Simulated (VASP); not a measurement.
Runs of VASP 6.6.1 on CaSe. The structure is cubic, space group F-43m (No. 216). Conventional cell: a = 6.559 Å, b = 6.559 Å, c = 6.559 Å, α = 90.00°, β = 90.00°, γ = 90.00°. Within 3.7 Å of Ca (site symmetry -43m) lie 4 Se at 2.84 Å. Se (site symmetry -43m) has 4 Ca at 2.84 Å within 3.7 Å. 

```tsv
level	k mesh	cutoff (eV)	smearing	grid for exact exchange (PRECFOCK)	share of exact exchange	screening parameter	gap on the mesh (eV)	pressure (GPa)
PBE-based screened hybrid with 50 % exact exchange	4 × 4 × 4	520	gaussian 0.01 eV	Normal	0.5	0.2078 1/Å	5.04	0.1
HSE06	4 × 4 × 4	520	gaussian 0.01 eV	Normal	0.25	0.2079 1/Å	(c)	0.3
PBE-based screened hybrid with 20 % exact exchange	4 × 4 × 4	520	gaussian 0.01 eV	Normal	0.2	0.2078 1/Å	3.91	0.4
PBE	2 × 2 × 2	500	gaussian 0.01 eV	-	-	-	3.21	1.1
r2SCAN	4 × 4 × 4	520	gaussian 0.01 eV	-	-	-	3.68	0.2
r2SCAN	4 × 4 × 4	520	fermi-dirac 0.2 eV	-	-	-	3.68	0.2
r2SCAN	4 × 4 × 4	520	methfessel-paxton 0.5 eV	-	-	-	3.69	0.2
r2SCAN	4 × 4 × 4, shifted	520	gaussian 0.01 eV	-	-	-	(b)	0.2
PBE-based screened hybrid with 75 % exact exchange	4 × 4 × 4	520	gaussian 0.01 eV	Normal	0.75	0.5 1/Å	(a)	0.1
r2SCAN	4 × 4 × 4	520	methfessel-paxton 0.2 eV	-	-	-	3.69	0.2
```

Alike in all rows: task single point; potentials or basis VASP PAW PBE potentials, release 64 (Ca_sv, Se); no spin polarisation; cell as given.

Problem. Fill in the values left out.

Solution. (a) 4.50; (b) 4.05; (c) 4.09.

Caveats: some runs use coarse meshes; the PAW data sets were made with another functional, which shifts forces and pressure a little (at least some runs); a shifted mesh leaves out Γ, where band edges can lie (at least some runs).

A k mesh can miss the band edges, and the runs leave out spin-orbit coupling on Se.
